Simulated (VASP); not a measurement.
# MnSb (Fm-3m) in VASP: single point with RPBE

Aim: the single point of MnSb with RPBE.

All numbers are computed with VASP 6.6.1; they aren't measurements. Logs are shortened: lines on timing, memory, paths and dates and some standing lists are left out, and cuts for length are marked.

### Step 1. The cell of the first run

It takes space group Fm-3m (No. 225, cubic). The conventional cell has a = 5.590 Å, b = 5.590 Å, c = 5.590 Å, α = 90.00°, β = 90.00°, γ = 90.00°. Mn (site symmetry m-3m) has 6 Sb at 2.80 Å within 3.7 Å. Sb (site symmetry m-3m) has 6 Mn at 2.80 Å within 3.7 Å.

### Step 2. Single point, RPBE, collinear spin, zero start

INCAR

```
SYSTEM = MnSb
ALGO = Normal
EDIFF = 1E-6
ENCUT = 500
GGA = RP
GGA_COMPAT = .FALSE.
ISIF = 2
ISMEAR = 0
ISPIN = 2
ISYM = 0
LASPH = .TRUE.
LCHARG = .FALSE.
LMAXMIX = 4
LORBIT = 11
LREAL = .FALSE.
LWAVE = .FALSE.
MAGMOM = 0 0
NBANDS = 20
NELM = 200
NUPDOWN = 0.0
PREC = Accurate
SIGMA = 0.1
```

KPOINTS

```
Automatic mesh
0
Gamma
  1 1 4
  0 0 0.5
```

POSCAR

```
MnSb
1.0
    0.0000000000      2.7950160000      2.7950160000
    2.7950160000      0.0000000000      2.7950160000
    2.7950160000      2.7950160000      0.0000000000
Mn Sb
1 1
Direct
    0.0000000000      0.0000000000      0.0000000000
    0.5000000000      0.5000000000      0.5000000000
```

Potentials or basis: VASP PAW PBE potentials, release 64 (Mn_pv, Sb).

Command:

```
cat potpaw_PBE.64/Mn_pv/POTCAR potpaw_PBE.64/Sb/POTCAR > POTCAR
mpirun -np 1 vasp_std > vasp.out
```

OUTCAR:

```text
SYSTEM = MnSb
   EDIFF = 1E-6
   ENCUT = 500
   GGA = RP
   ISIF = 2
   ISMEAR = 0
   ISPIN = 2
   ISYM = 0
   LASPH = .TRUE.
   LORBIT = 11
   LREAL = .FALSE.
   NELM = 200
   NUPDOWN = 0.0
   PREC = Accurate

 ion  position               nearest neighbor table
   1  0.000  0.000  0.000-   2 2.80   2 2.80   2 2.80   2 2.80   2 2.80   2 2.80
   2  0.500  0.500  0.500-   1 2.80   1 2.80   1 2.80   1 2.80   1 2.80   1 2.80

IMPORTANT INFORMATION: All symmetrisations will be switched off!
NOSYMM: (Re-)initialisation of all symmetry stuff for point group C_1.

----------------------------------------------------------------------------------------

                                     Primitive cell

  volume of cell :      43.6700

  direct lattice vectors                    reciprocal lattice vectors
     0.000000000  2.795016000  2.795016000    -0.178889853  0.178889853  0.178889853
     2.795016000  0.000000000  2.795016000     0.178889853 -0.178889853  0.178889853
     2.795016000  2.795016000  0.000000000     0.178889853  0.178889853 -0.178889853

  length of vectors
     3.952749534  3.952749534  3.952749534     0.309846314  0.309846314  0.309846314

  position of ions in fractional coordinates (direct lattice)
     0.000000000  0.000000000  0.000000000
     0.500000000  0.500000000  0.500000000

  ion indices of the primitive-cell ions
   primitive index   ion index
                 1           1
                 2           2

----------------------------------------------------------------------------------------

 KPOINTS: Automatic mesh

Automatic generation of k-mesh.
 Grid dimensions read from file:
 generate k-points for:    1    1    4

 Generating k-lattice:

  Cartesian coordinates                     Fractional coordinates (reciprocal lattice)
    -0.178889853  0.178889853  0.178889853     1.000000000  0.000000000  0.000000000
     0.178889853 -0.178889853  0.178889853     0.000000000  1.000000000  0.000000000
     0.044722463  0.044722463 -0.044722463     0.000000000  0.000000000  0.250000000

  Length of vectors
     0.309846314  0.309846314  0.077461578

  Shift w.r.t. Gamma in fractional coordinates (k-lattice)
     0.000000000  0.000000000  0.500000000

 -----------------------------------------------------------------------------
|                                                                             |
|           W    W    AA    RRRRR   N    N  II  N    N   GGGG   !!!           |
|           W    W   A  A   R    R  NN   N  II  NN   N  G    G  !!!           |
|           W    W  A    A  R    R  N N  N  II  N N  N  G       !!!           |
|           W WW W  AAAAAA  RRRRR   N  N N  II  N  N N  G  GGG   !            |
|           WW  WW  A    A  R   R   N   NN  II  N   NN  G    G                |
|           W    W  A    A  R    R  N    N  II  N    N   GGGG   !!!           |
|                                                                             |
|     Your reciprocal lattice and k-lattice belong to different lattice       |
|     classes:                                                                |
|                                                                             |
|        The reciprocal lattice is body-centered cubic,                       |
|        whereas your k-lattice is rhombohedral (trigonal).                   |
|                                                                             |
|     Results are often still useful ...                                      |
|                                                                             |
 -----------------------------------------------------------------------------

 WARNING: IBZKPT: internal override: KBLOWUP is changed to .FALSE.
      ... skipping the blow-up phase ...

 Subroutine IBZKPT returns following result:
 ===========================================

 Found      2 irreducible k-points:

 Following reciprocal coordinates:
            Coordinates               Weight
  0.000000  0.000000  0.125000      2.000000
  0.000000  0.000000  0.375000      2.000000
   k-points           NKPTS =      2   k-points in BZ     NKDIM =      2   number of bands    NBANDS=     20
   number of dos      NEDOS =    301   number of ions     NIONS =      2
   total plane-waves  NPLWV =  27000
   dimension x,y,z NGX =    30 NGY =   30 NGZ =   30
   dimension x,y,z NGXF=    60 NGYF=   60 NGZF=   60
   ions per type =               1   1
   NGX,Y,Z   is equivalent  to a cutoff of  12.62, 12.62, 12.62 a.u.
   NGXF,Y,Z  is equivalent  to a cutoff of  25.23, 25.23, 25.23 a.u.
 SYSTEM =  MnSb
   PREC   = accura    normal or accurate (medium, high low for compatibility)
   ISTART =      0    job   : 0-new  1-cont  2-samecut
   ICHARG =      2    charge: 1-file 2-atom 10-const
   ISPIN  =      2    spin polarized calculation?
   LNONCOLLINEAR =      F non collinear calculations
   LSORBIT =      F    spin-orbit coupling
   LASPH  =      T    aspherical Exc in radial PAW
   ENCUT  =  500.0 eV  36.75 Ry    6.06 a.u.   7.21  7.21  7.21*2*pi/ulx,y,z
   NELM   =    200;   NELMIN=  2; NELMDL= -5     # of ELM steps
   EDIFF  = 0.1E-05   stopping-criterion for ELM
   LREAL  =      F    real-space projection
   EDIFFG = 0.1E-04   stopping-criterion for IOM
   NSW    =      0    number of steps for IOM
   IBRION =     -1    ionic relax: 0-MD 1-quasi-New 2-CG
   NFREE  =      0    steps in history (QN), initial steepest desc. (CG)
   ISIF   =      2    stress and relaxation
   ISYM   =      0    0-nonsym 1-usesym 2-fastsym
   POTIM  = 0.5000    time-step for ionic-motion
   TEBEG  =    0.0;   TEEND  =   0.0 temperature during run
   PSTRESS=    0.0 pullay stress
   NELECT =      18.0000    total number of electrons
   NUPDOWN=       0.0000    fix difference up-down
   EMIN   =  10.00;   EMAX   =-10.00  energy-range for DOS
   EFERMI =   0.00;   METHOD = LEGACY
   ISMEAR =     0;   SIGMA  =   0.10  broadening in eV -4-tet -1-fermi 0-gaus
   EFERMI_NEDOS =   21; number of points for ismear=-14 and -15
   IALGO  =     38    algorithm
   IMIX   =      4    mixing-type and parameters
     AMIX     =   0.40;   BMIX     =  1.00
     AMIX_MAG =   1.60;   BMIX_MAG =  1.00
  volume/ion in A,a.u.               =      21.83       147.35
  Fermi-wavevector in a.u.,A,eV,Ry     =   1.218348  2.302344 20.196106  1.484372
  Thomas-Fermi vector in A             =   2.353638
   LORBIT       =     11    0 simple, 1 ext, 2 COOP (PROOUT), +10 PAW based schemes
   GGA     = RP    functional components
   LHFCALC =     F    Hartree Fock is set to
   AEXX    =    0.0000 exact exchange contribution
   IVDW    =     0    specifies the selected vdW correction
   LEPSILON=     F    determine dielectric tensor
   LRPA    =     F    only Hartree local field effects (RPA)
 spin polarized calculation
 Gauss-broadening in eV      SIGMA  =   0.10
  energy-cutoff  :      500.00
  volume of cell :       43.67
 maximum number of plane-waves:      1113
 NGX is ok and might be reduce to    30
   NGX = 15   NGY = 15   NGZ = 15

 number of electron      17.9999987 magnetization      -0.0000000

 number of electron      17.9999987 magnetization       0.0000000

 Free energy of the ion-electron system (eV)
  ---------------------------------------------------
  ext. energy  EPLUGINS =         0.00000000
  ---------------------------------------------------
  free energy    TOTEN  =        -7.01039384 eV

  energy without entropy =       -6.96536708  energy(sigma->0) =       -6.98788046

 E-fermi :   8.4013     XC(G=0): -10.3311

 val. band max:        8.3084877342   @ k =   0.0000   0.0000   0.3750
 cond. band min:       8.4691290209   @ k =   0.0000   0.0000   0.3750
 fundamental gap:      0.1606412868
 Fermi energy:         8.4012529887

 spin component 1

 k-point     1 :       0.0000    0.0000    0.1250
  band No.  band energies     occupation
      1     -38.8170      1.00000
      2     -38.6054      1.00000
      3     -38.6051      1.00000
      4      -3.7180      1.00000
      5       6.9073      1.00000
      6       7.2770      1.00000
      7       7.2770      1.00000
      8       7.8231      1.00000
      9       7.8233      1.00000
     10       8.5461      0.02029
     11       9.5047      0.00000
     12       9.5048      0.00000
     13      13.9801      0.00000
     14      15.4338      0.00000
     15      16.1617      0.00000
     16      16.1618      0.00000
     17      17.1564      0.00000
     18      17.4127      0.00000
     19      17.4127      0.00000
     20      18.7890      0.00000

 k-point     2 :       0.0000    0.0000    0.3750
  band No.  band energies     occupation
      1     -38.8202      1.00000
      2     -38.6054      1.00000
      3     -38.6051      1.00000
      4      -2.4003      1.00000
      5       3.0766      1.00000
      6       5.9791      1.00000
      7       5.9792      1.00000
      8       8.3082      0.90594
      9       8.3085      0.90522
     10       8.4691      0.16855
     11      11.3106      0.00000
     12      11.3107      0.00000
     13      12.3296      0.00000
     14      13.6361      0.00000
     15      13.6361      0.00000
     16      16.8131      0.00000
     17      19.2313      0.00000
     18      19.2313      0.00000
     19      19.5994      0.00000
     20      23.9273      0.00000
 Fermi energy:         8.4012808792

 spin component 2

 k-point     1 :       0.0000    0.0000    0.1250
  band No.  band energies     occupation
      1     -38.8170      1.00000
      2     -38.6052      1.00000
      3     -38.6052      1.00000
      4      -3.7180      1.00000
      5       6.9073      1.00000
      6       7.2770      1.00000
      7       7.2770      1.00000
      8       7.8231      1.00000
      9       7.8232      1.00000
     10       8.5461      0.02026
     11       9.5047      0.00000
     12       9.5048      0.00000
     13      13.9801      0.00000
     14      15.4338      0.00000
     15      16.1617      0.00000
     16      16.1618      0.00000
     17      17.1564      0.00000
     18      17.4127      0.00000
     19      17.4127      0.00000
     20      18.7891      0.00000

 k-point     2 :       0.0000    0.0000    0.3750
  band No.  band energies     occupation
      1     -38.8202      1.00000
      2     -38.6053      1.00000
      3     -38.6053      1.00000
      4      -2.4003      1.00000
      5       3.0766      1.00000
      6       5.9791      1.00000
      7       5.9792      1.00000
      8       8.3083      0.90579
      9       8.3083      0.90572
     10       8.4692      0.16823
     11      11.3106      0.00000
     12      11.3107      0.00000
     13      12.3296      0.00000
     14      13.6361      0.00000
     15      13.6361      0.00000
     16      16.8132      0.00000
     17      19.2313      0.00000
     18      19.2313      0.00000
     19      19.5994      0.00000
     20      23.9272      0.00000

------------------------ aborting loop because EDIFF is reached ----------------------------------------

  FORCE on cell =-STRESS in cart. coord.  units (eV):
  Direction    XX          YY          ZZ          XY          YZ          ZX
  --------------------------------------------------------------------------------------
  -------------------------------------------------------------------------------------
  Total       -1.4872264     -1.4852306     -1.4855673     -0.5587198      0.5578083      0.5601085
  in kB      -54.5638222    -54.4905977    -54.5029535    -20.4984845     20.4650438     20.5494332
  external PRESSURE =     -54.5191245 kB  Pullay stress =       0.0000000 kB

 VOLUME and BASIS-vectors are now :
 -----------------------------------------------------------------------------
  energy-cutoff  :      500.00
  volume of cell :       43.67
      direct lattice vectors                 reciprocal lattice vectors
     0.000000000  2.795016000  2.795016000    -0.178889853  0.178889853  0.178889853
     2.795016000  0.000000000  2.795016000     0.178889853 -0.178889853  0.178889853
     2.795016000  2.795016000  0.000000000     0.178889853  0.178889853 -0.178889853

 POSITION                                       TOTAL-FORCE (eV/Angst)
 -----------------------------------------------------------------------------------
      0.00000      0.00000      0.00000        -0.000001     -0.000000      0.000000
      2.79502      2.79502      2.79502         0.000001      0.000000     -0.000000
 -----------------------------------------------------------------------------------
    total drift:                               -0.000002     -0.000002      0.000001

  FREE ENERGIE OF THE ION-ELECTRON SYSTEM (eV)
  ---------------------------------------------------
  free  energy   TOTEN  =        -7.0103938381 eV

  energy  without entropy=       -6.9653670831  energy(sigma->0) =       -6.98788046

 total charge

# of ion       s       p       d       tot
------------------------------------------
    1        0.212   6.047   5.502  11.761
    2        1.023   1.278   0.081   2.382
--------------------------------------------------
tot          1.235   7.325   5.583  14.143

 magnetization (x)

# of ion       s       p       d       tot
------------------------------------------
    1        0.000  -0.000  -0.000  -0.000
    2        0.000   0.000   0.000   0.000
--------------------------------------------------
tot          0.000   0.000  -0.000  -0.000
```

It took 39 s on 1 thread of AMD EPYC 7R13, shared host; peak memory 0.18 GiB.

Results:

- Free energy: -7.0104 eV
- Pressure: -5.5 GPa
- Net moment: 0.00 μB per cell
- Valence electrons inside the program's atomic spheres: Mn 11.76; Sb 2.38

Stress tensor (GPa, compression positive):
```
-5.46 -2.05  2.05
-2.05 -5.45  2.05
 2.05  2.05 -5.45
```

Caveat: the k points lie up to 1.84 Å⁻¹ apart, too coarse for converged energies, forces and pressures; the PAW data sets were made with another functional, which shifts forces and pressure a little; spin-orbit coupling is left out, which moves the levels of the heavy elements; the total moment is fixed, so each spin has its own Fermi level.
